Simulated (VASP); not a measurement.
# GaH3 (P6_3/mmc) in VASP: notebook

GaH3 is run at these levels: PBE; tasks: single point, relaxation of cell and atoms.

Everything below comes from runs of VASP 6.6.1. Logs are shortened: lines on timing, memory, paths and dates and some standing lists are left out, and cuts for length are marked.

## Step 1: The cell of the first run

Symmetry: P6_3/mmc, No. 194, hexagonal system. The conventional cell has a = 7.437 Å, b = 7.437 Å, c = 2.486 Å, α = 90.00°, β = 90.00°, γ = 120.00°. Ga (site symmetry -6m2) has 6 H at 1.83 Å and 2 Ga at 2.49 Å within 2.5 Å. H (site symmetry mm2) has 2 Ga at 1.83 Å and 4 H at 2.32 to 2.49 Å within 2.5 Å.

The cell was generated, and may not be a known phase.

## Step 2: Single point, PBE

File INCAR:

```
PREC = Accurate ; ENCUT = 520
EDIFF = 1E-7 ; ISMEAR = 0
SIGMA = 0.1 ; LREAL = F
LASPH = T ; NELM = 60
ALGO = Normal ; ISIF = 2
LWAVE = F ; LCHARG = T
GGA = PE ; LELF = T
LVHAR = T ; NBANDS = 26
```

File KPOINTS:

```
regular mesh
0
Gamma
  6 6 6
```

File POSCAR:

```
GaH3
1.0
    7.4365684493      0.0000000000      0.0000000000
   -3.7182842247      6.4402571941      0.0000000000
    0.0000000000      0.0000000000      2.4861814694
Ga H
2 6
Direct
    0.6666666667      0.3333333333      0.2500000000
    0.3333333333      0.6666666667      0.7500000000
    0.2292813430      0.4585626860      0.2500000000
    0.2292813430      0.7707186570      0.2500000000
    0.5414373140      0.7707186570      0.2500000000
    0.4585626860      0.2292813430      0.7500000000
    0.7707186570      0.2292813430      0.7500000000
    0.7707186570      0.5414373140      0.7500000000
```

Potentials or basis: VASP PAW PBE potentials, release 64 (Ga_d, H).

Run with:

```bash
> cat potpaw_PBE.64/Ga_d/POTCAR potpaw_PBE.64/H/POTCAR > POTCAR
> mpirun -np 1 vasp_std > vasp.out
```

OUTCAR:

```text
PREC = Accurate
   ENCUT = 520
   EDIFF = 1E-7
   ISMEAR = 0
   LREAL = F
   LASPH = T
   NELM = 60
   ISIF = 2
   GGA = PE

 ion  position               nearest neighbor table
   1  0.667  0.333  0.250-   7 1.83   7 1.83   6 1.83   6 1.83   8 1.83   8 1.83
   2  0.333  0.667  0.750-   4 1.83   4 1.83   5 1.83   5 1.83   3 1.83   3 1.83
   3  0.229  0.459  0.250-   2 1.83   2 1.83
   4  0.229  0.771  0.250-   2 1.83   2 1.83
   5  0.541  0.771  0.250-   2 1.83   2 1.83
   6  0.459  0.229  0.750-   1 1.83   1 1.83
   7  0.771  0.229  0.750-   1 1.83   1 1.83
   8  0.771  0.541  0.750-   1 1.83   1 1.83

  LATTYP: Found a hexagonal cell.
 ALAT       =     7.4365684493
 C/A-ratio  =     0.3343183736

  Lattice vectors:

 A1 = (   7.4365684493,   0.0000000000,   0.0000000000)
 A2 = (  -3.7182842247,   6.4402571941,   0.0000000000)
 A3 = (   0.0000000000,   0.0000000000,   2.4861814694)

Analysis of symmetry for initial positions (statically):
=====================================================================
 Subroutine PRICEL returns:
 Original cell was already a primitive cell.

 Routine SETGRP: Setting up the symmetry group for a
 hexagonal supercell.

 Subroutine GETGRP returns: Found 24 space group operations
 (whereof 12 operations were pure point group operations)
 out of a pool of 24 trial point group operations.

The static configuration has the point symmetry D_3d.
 The point group associated with its full space group is D_6h.

Analysis of symmetry for dynamics (positions and initial velocities):
=====================================================================
 Subroutine PRICEL returns:
 Original cell was already a primitive cell.

 Routine SETGRP: Setting up the symmetry group for a
 hexagonal supercell.

 Subroutine GETGRP returns: Found 24 space group operations
 (whereof 12 operations were pure point group operations)
 out of a pool of 24 trial point group operations.

The dynamic configuration has the point symmetry D_3d.
 The point group associated with its full space group is D_6h.

 Subroutine INISYM returns: Found 24 space group operations
 (whereof 12 operations are pure point group operations),
 and found     1 'primitive' translations

----------------------------------------------------------------------------------------

                                     Primitive cell

  volume of cell :     119.0717

  direct lattice vectors                    reciprocal lattice vectors
     7.436568449  0.000000000  0.000000000     0.134470624  0.077636651  0.000000000
    -3.718284225  6.440257194  0.000000000     0.000000000  0.155273302  0.000000000
     0.000000000  0.000000000  2.486181469     0.000000000  0.000000000  0.402223254

  length of vectors
     7.436568449  7.436568449  2.486181469     0.155273302  0.155273302  0.402223254

  position of ions in fractional coordinates (direct lattice)
     0.666666667  0.333333333  0.250000000
     0.333333333  0.666666667  0.750000000
     0.229281343  0.458562686  0.250000000
     0.229281343  0.770718657  0.250000000
     0.541437314  0.770718657  0.250000000
     0.458562686  0.229281343  0.750000000
     0.770718657  0.229281343  0.750000000
     0.770718657  0.541437314  0.750000000

  ion indices of the primitive-cell ions
   primitive index   ion index
                 1           1
                 2           2
                 3           3
                 4           4
                 5           5
                 6           6
                 7           7
                 8           8

----------------------------------------------------------------------------------------

 KPOINTS: regular mesh

Automatic generation of k-mesh.
 Grid dimensions read from file:
 generate k-points for:    6    6    6

 Generating k-lattice:

  Cartesian coordinates                     Fractional coordinates (reciprocal lattice)
     0.022411771  0.012939442  0.000000000     0.166666667  0.000000000  0.000000000
     0.000000000  0.025878884  0.000000000     0.000000000  0.166666667  0.000000000
     0.000000000  0.000000000  0.067037209     0.000000000  0.000000000  0.166666667

  Length of vectors
     0.025878884  0.025878884  0.067037209

  Shift w.r.t. Gamma in fractional coordinates (k-lattice)
     0.000000000  0.000000000  0.000000000

 Subroutine IBZKPT returns following result:
 ===========================================

 Found     28 irreducible k-points:

 Following reciprocal coordinates:
            Coordinates               Weight
  0.000000  0.000000  0.000000      1.000000
  0.166667  0.000000  0.000000      6.000000
  0.333333  0.000000  0.000000      6.000000
  0.500000  0.000000  0.000000      3.000000
  0.166667  0.166667  0.000000      6.000000
  0.333333  0.166667  0.000000     12.000000
[... 16 lines left out ...]
  0.166667  0.000000  0.500000      6.000000
  0.333333  0.000000  0.500000      6.000000
 [... further k-points ...]
[... 35 lines left out ...]
   IALGO  =     38    algorithm
   IMIX   =      4    mixing-type and parameters
     AMIX     =   0.40;   BMIX     =  1.00
     AMIX_MAG =   1.60;   BMIX_MAG =  1.00
  volume/ion in A,a.u.               =      14.88       100.44
  Fermi-wavevector in a.u.,A,eV,Ry     =   1.056465  1.996430 15.185723  1.116119
  Thomas-Fermi vector in A             =   2.191702
   LORBIT       =      0    0 simple, 1 ext, 2 COOP (PROOUT), +10 PAW based schemes
   GGA     = PE    functional components
   LHFCALC =     F    Hartree Fock is set to
   AEXX    =    0.0000 exact exchange contribution
   IVDW    =     0    specifies the selected vdW correction
   LEPSILON=     F    determine dielectric tensor
   LRPA    =     F    only Hartree local field effects (RPA)
 non-spin polarized calculation
 Gauss-broadening in eV      SIGMA  =   0.10
  energy-cutoff  :      520.00
  volume of cell :      119.07
 maximum number of plane-waves:      3240
 NGX is ok and might be reduce to    56
   NGX = 27   NGY = 27   NGZ =  9

 number of electron      31.9999994 magnetization

 Free energy of the ion-electron system (eV)
  ---------------------------------------------------
  ext. energy  EPLUGINS =         0.00000000
  ---------------------------------------------------
  free energy    TOTEN  =       -21.67449612 eV

  energy without entropy =      -21.63984504  energy(sigma->0) =      -21.65717058

 E-fermi :  -1.1115     XC(G=0):  -6.7696

 val. band max:       -1.1176002670   @ k =   0.0000   0.0000   0.5000
 cond. band min:      -1.1094706167   @ k =   0.1667   0.0000   0.5000
 fundamental gap:      0.0081296503
 Fermi energy:        -1.1115105558

 k-point     1 :       0.0000    0.0000    0.0000
  band No.  band energies     occupation
      1     -16.2325      2.00000
      2     -16.2324      2.00000
      3     -15.6589      2.00000
      4     -15.6589      2.00000
      5     -15.6588      2.00000
      6     -15.6588      2.00000
[... 18 lines left out ...]
     25       9.1994      0.00000
     26       9.3978      0.00000

 k-point     2 :       0.1667    0.0000    0.0000
  band No.  band energies     occupation
      1     -16.2325      2.00000
      2     -16.2324      2.00000
      3     -15.6602      2.00000
      4     -15.6602      2.00000
      5     -15.6575      2.00000
      6     -15.6575      2.00000
[... 18 lines left out ...]
     25       8.4071      0.00000
     26       9.4052      0.00000

 k-point     3 :       0.3333    0.0000    0.0000
  band No.  band energies     occupation
      1     -16.2324      2.00000
      2     -16.2324      2.00000
      3     -15.6612      2.00000
      4     -15.6612      2.00000
      5     -15.6565      2.00000
      6     -15.6565      2.00000
[... 572 lines left out ...]
 k-point    23 :       0.1667    0.0000    0.5000
  band No.  band energies     occupation
      1     -15.9739      2.00000
      2     -15.9739      2.00000
      3     -15.9739      2.00000
      4     -15.9739      2.00000
      5     -15.5773      2.00000
      6     -15.5773      2.00000
[... 18 lines left out ...]
     25       9.8739      0.00000
     26       9.8797      0.00000

 k-point    24 :       0.3333    0.0000    0.5000
  band No.  band energies     occupation
      1     -15.9739      2.00000
      2     -15.9739      2.00000
      3     -15.9739      2.00000
      4     -15.9739      2.00000
      5     -15.5773      2.00000
      6     -15.5773      2.00000
[... 18 lines left out ...]
     25       9.2636      0.00000
     26       9.2636      0.00000

 [... further k-points ...]

------------------------ aborting loop because EDIFF is reached ----------------------------------------

  FORCE on cell =-STRESS in cart. coord.  units (eV):
  Direction    XX          YY          ZZ          XY          YZ          ZX
  --------------------------------------------------------------------------------------
  -------------------------------------------------------------------------------------
  Total        0.0581401      0.0581401     -0.0000562     -0.0000000     -0.0000000      0.0000000
  in kB        0.7823074      0.7823074     -0.0007564     -0.0000000     -0.0000000      0.0000000
  external PRESSURE =       0.5212861 kB  Pullay stress =       0.0000000 kB

 VOLUME and BASIS-vectors are now :
 -----------------------------------------------------------------------------
  energy-cutoff  :      520.00
  volume of cell :      119.07
      direct lattice vectors                 reciprocal lattice vectors
     7.436568449  0.000000000  0.000000000     0.134470624  0.077636651  0.000000000
    -3.718284225  6.440257194  0.000000000     0.000000000  0.155273302  0.000000000
     0.000000000  0.000000000  2.486181469     0.000000000  0.000000000  0.402223254

 POSITION                                       TOTAL-FORCE (eV/Angst)
 -----------------------------------------------------------------------------------
      3.71828      2.14675      0.62155         0.000000      0.000000      0.000000
     -0.00000      4.29350      1.86464         0.000000      0.000000     -0.000000
     -0.00000      2.95326      0.62155         0.000000     -0.003832     -0.000000
     -1.16068      4.96363      0.62155        -0.003319      0.001916      0.000000
      1.16068      4.96363      0.62155         0.003319      0.001916     -0.000000
      2.55760      1.47663      1.86464        -0.003319     -0.001916      0.000000
      4.87897      1.47663      1.86464         0.003319     -0.001916      0.000000
      3.71828      3.48700      1.86464        -0.000000      0.003832      0.000000
 -----------------------------------------------------------------------------------
    total drift:                                0.000000      0.000000      0.000000

  FREE ENERGIE OF THE ION-ELECTRON SYSTEM (eV)
  ---------------------------------------------------
  free  energy   TOTEN  =       -21.6744961248 eV

  energy  without entropy=      -21.6398450429  energy(sigma->0) =      -21.65717058
```

Wall time 3 min (1 thread of Oxide Virtual Turin-like, shared host); peak memory 0.22 GiB.

What came out:

| Item | Value |
| --- | --- |
| Free energy | -21.6745 eV |
| Pressure | 0.1 GPa |
| Largest force | 0.004 eV/Å |
| Band gap on the k mesh | zero (filled and empty bands touch) |

Forces on the atoms (eV/Å):
```
Ga   0.000  0.000  0.000
Ga   0.000  0.000  0.000
H    0.000 -0.004  0.000
H   -0.003  0.002  0.000
H    0.003  0.002  0.000
H   -0.003 -0.002  0.000
H    0.003 -0.002  0.000
H    0.000  0.004  0.000
```

Stress tensor (GPa, compression positive):
```
0.08 0.00 0.00
0.00 0.08 0.00
0.00 0.00 0.00
```

Caveat: the k points lie up to 0.42 Å⁻¹ apart.

## Step 3: Single point, PBE

This run uses another cell than the first one, of 14.62 Å³/atom.

File INCAR:

```
  PREC = Accurate
  ENCUT = 520
  EDIFF = 1E-6
  ISMEAR = 0
  SIGMA = 0.1
  LREAL = False
  LASPH = True
  NELM = 60
  ALGO = Fast
  ISIF = 2
  LWAVE = False
  LCHARG = False
  GGA = PE
  NBANDS = 26
```

File KPOINTS:

```
Automatic mesh
0
Gamma
  6 6 16
```

File POSCAR:

```
GaH3
1.0
    7.3402061358      0.0000000000      0.0000000000
   -3.6701030679      6.3568049826      0.0000000000
    0.0000000000      0.0000000000      2.5068710791
Ga H
2 6
Direct
    0.6666666667      0.3333333333      0.2500000000
    0.3333333333      0.6666666667      0.7500000000
    0.2284332888      0.4568665776      0.2500000000
    0.2284332888      0.7715667112      0.2500000000
    0.5431334224      0.7715667112      0.2500000000
    0.4568665776      0.2284332888      0.7500000000
    0.7715667112      0.2284332888      0.7500000000
    0.7715667112      0.5431334224      0.7500000000
```

Potentials or basis: VASP PAW PBE potentials, release 64 (Ga_d, H).

Run with:

```bash
> cat potpaw_PBE.64/Ga_d/POTCAR potpaw_PBE.64/H/POTCAR > POTCAR
> mpirun -np 1 vasp_std > vasp.out
```

Run time: 5.4 min. Hardware: 1 thread of Oxide Virtual Turin-like, shared host; peak memory 0.3 GiB.

The run converged. Its results:

| Property | Result |
| --- | --- |
| Free energy | -21.4805 eV |
| Pressure | 0.0 GPa |
| Largest force | 0.007 eV/Å |
| Band gap on the k mesh | zero (bands 16 and 17 overlap by 0.32 eV) |

Forces in eV/Å, atoms in the order of the input:
```
Ga   0.000  0.000  0.000
Ga   0.000  0.000  0.000
H    0.000 -0.007  0.000
H   -0.006  0.004  0.000
H    0.006  0.004  0.000
H   -0.006 -0.004  0.000
H    0.006 -0.004  0.000
H    0.000  0.007  0.000
```

Levels at points of the mesh, in eV from the Fermi level:
| k point | band 12 | band 13 | band 14 | band 15 | band 16 | band 17 | band 18 | band 19 | band 20 | band 21 |
| --- | --- | --- | --- | --- | --- | --- | --- | --- | --- | --- |
| (0.00, 0.00, 0.00) | -9.16 | -4.14 | -4.14 | -3.92 | -3.92 | 2.93 | 5.18 | 5.18 | 5.99 | 5.99 |
| (0.50, 0.00, 0.00) | -9.37 | -4.45 | -4.38 | -3.59 | -3.53 | 4.06 | 4.19 | 4.19 | 4.94 | 7.15 |
| (0.00, 0.00, 0.50) | -5.43 | -1.11 | -1.11 | 0.13 | 0.13 | 0.13 | 0.13 | 4.64 | 4.64 | 4.64 |
| (0.50, 0.00, 0.50) | -5.42 | -1.18 | -1.18 | 0.11 | 0.11 | 0.16 | 0.16 | 4.74 | 4.74 | 4.76 |

## Step 4: Relaxation of cell and atoms, PBE

This run uses another cell than the first one, of 7.61 Å³/atom.

File INCAR:

```
SYSTEM = GaH3
PREC = Accurate ; ENCUT = 600
EDIFF = 1E-7 ; ISMEAR = 0
SIGMA = 0.1 ; LREAL = .FALSE.
LASPH = .TRUE. ; NELM = 100
ALGO = Normal ; ISIF = 3
LWAVE = .FALSE. ; LCHARG = .FALSE.
GGA = PE ; IBRION = 2
NSW = 90 ; EDIFFG = -0.04
```

File KPOINTS:

```
regular mesh
0
G
  6 6 6
  0 0 0
```

File POSCAR:

```
GaH3
1.0
    4.8195632876      0.0000000000      0.0000000000
   -2.4097816438      4.1738642422      0.0000000000
    0.0000000000      0.0000000000      3.0283659091
Ga H
2 6
Direct
    0.6666666667      0.3333333333      0.2500000000
    0.3333333333      0.6666666667      0.7500000000
    0.1818941420      0.3637882841      0.2500000000
    0.1818941420      0.8181058580      0.2500000000
    0.6362117159      0.8181058580      0.2500000000
    0.3637882841      0.1818941420      0.7500000000
    0.8181058580      0.1818941420      0.7500000000
    0.8181058580      0.6362117159      0.7500000000
```

Run with:

```bash
> cat potpaw_PBE.64/Ga_d/POTCAR potpaw_PBE.64/H/POTCAR > POTCAR
> mpirun -np 1 vasp_std > vasp.out
```

Run time: 25 min. Hardware: 1 thread of Oxide Virtual Turin-like, shared host; peak memory 0.18 GiB.

The run converged. Its results:

| Item | Value |
| --- | --- |
| Free energy | -21.4649 eV |
| Relaxed volume | 11.46 Å³/atom |
| Relaxed cell | a = 6.532 Å, b = 6.532 Å, c = 2.480 Å, α = 90.00°, β = 90.00°, γ = 120.00° |
| Space group after relaxing (to 0.1 Å) | P6_3/mmc (No. 194) |
| Energy gained by relaxing | 189.7 meV/atom |
| Ionic steps | 30 |
| Pressure after relaxing | -0.1 GPa |
| Largest force after relaxing | 0.039 eV/Å |
| Band gap on the k mesh | zero (filled and empty bands touch) |

Forces in eV/Å, atoms in the order of the input:
```
Ga   0.000  0.000  0.000
Ga   0.000  0.000  0.000
H    0.000  0.039  0.000
H    0.034 -0.019  0.000
H   -0.034 -0.019  0.000
H    0.034  0.019  0.000
H   -0.034  0.019  0.000
H    0.000 -0.039  0.000
```

Stress tensor (GPa, compression positive):
```
 0.07  0.00  0.00
 0.00  0.07  0.00
 0.00  0.00 -0.42
```

The path:
```csv
step,energy change (eV),largest force (eV/Å),pressure (GPa),volume (Å³)
1,0.0000,0.0063,-0.96,60.92
2,-0.1448,0.0248,0.53,60.49
3,-0.4164,0.0952,5.60,58.89
4,-0.4146,0.0839,6.78,58.56
5,-0.4952,0.2413,3.58,61.44
6,-0.5254,0.3734,1.83,63.08
7,-0.5938,0.6257,-0.99,66.37
8,-0.6788,0.9686,-4.75,73.02
9,-0.6746,0.8680,-3.84,70.73
10,-0.6816,0.9108,-4.25,71.66
11,-0.7266,0.9372,-4.31,72.77
12,-0.7624,0.9729,-4.25,74.24
13,-0.7501,1.0715,-3.95,77.15
14,-0.7724,0.9950,-4.14,75.24
15,-0.8504,0.9346,-3.46,74.96
16,-1.0478,0.7414,-1.26,74.11
17,-1.2437,0.2097,4.28,72.42
18,-1.2448,0.1398,5.00,72.24
19,-1.3072,0.0730,3.99,73.86
20,-1.3636,0.1300,1.52,78.83
21,-1.3672,0.0917,1.92,77.86
22,-1.4104,0.0045,0.94,80.10
23,-1.4651,0.2261,-1.33,86.71
24,-1.4953,0.1441,0.21,87.50
25,-1.4958,0.1325,0.43,87.61
26,-1.5080,0.0368,0.64,88.48
27,-1.5112,0.0340,0.83,89.13
28,-1.5151,0.0117,-0.01,90.78
29,-1.5151,0.0124,-0.01,90.80
30,-1.5176,0.0388,-0.10,91.64
```

Final structure:
```
CELL_PARAMETERS angstrom
6.53183 0.00000 0.00000
-3.26592 5.65673 0.00000
0.00000 0.00000 2.48032
ATOMIC_POSITIONS crystal
Ga 0.66667 0.33333 0.25000
Ga 0.33333 0.66667 0.75000
H 0.21453 0.42905 0.25000
H 0.21453 0.78547 0.25000
H 0.57095 0.78547 0.25000
H 0.42905 0.21453 0.75000
H 0.78547 0.21453 0.75000
H 0.78547 0.57095 0.75000
```

Levels at points of the mesh, in eV from the Fermi level:
| k point | band 12 | band 13 | band 14 | band 15 | band 16 | band 17 | band 18 | band 19 | band 20 | band 21 |
| --- | --- | --- | --- | --- | --- | --- | --- | --- | --- | --- |
| (0.00, 0.00, 0.00) | -9.02 | -4.47 | -4.47 | -4.20 | -4.20 | 2.48 | 5.66 | 5.66 | 6.84 | 6.84 |
| (0.50, 0.00, 0.00) | -9.55 | -5.09 | -4.96 | -3.33 | -3.31 | 3.83 | 3.91 | 4.40 | 5.31 | 7.84 |
| (0.00, 0.00, 0.50) | -5.63 | -1.13 | -1.13 | -0.02 | -0.02 | -0.02 | -0.02 | 4.36 | 4.36 | 4.36 |
| (0.50, 0.00, 0.50) | -5.59 | -1.43 | -1.43 | -0.09 | -0.09 | 0.11 | 0.11 | 4.74 | 4.74 | 4.75 |

Caveat: the volume moved by over 15 % at a fixed basis, so the end points are rough.

## Step 5: Summary

```csv
task,cell,k mesh,cutoff (eV),gap on the mesh (eV),pressure (GPa),largest force (eV/Å)
single point,"a = 7.437, b = 7.437, c = 2.486 Å, angles 90.0, 90.0, 120.0°, 8 atoms, atomic positions A",6 × 6 × 6,520,none,0.1,-
single point,"a = 7.340, b = 7.340, c = 2.507 Å, angles 90.0, 90.0, 120.0°, 8 atoms, atomic positions B",6 × 6 × 16,520,none,0.0,0.01
relaxation of cell and atoms,"relaxed from a = 4.820, b = 4.820, c = 3.028 Å, angles 90.0, 90.0, 120.0°, 8 atoms, atomic positions C",6 × 6 × 6,600,none,-0.1,0.04
```

Alike in all rows: level PBE; potentials or basis VASP PAW PBE potentials, release 64 (Ga_d, H); no spin polarisation; smearing gaussian 0.1 eV.

Caveats: some runs use coarse meshes; the volume moved by over 15 % at a fixed basis, so the end points are rough (at least some runs).

Absolute energies hang on the potentials; compare differences alone.

The gap in the log of VASP goes by the Fermi energy; the results here count the filled bands.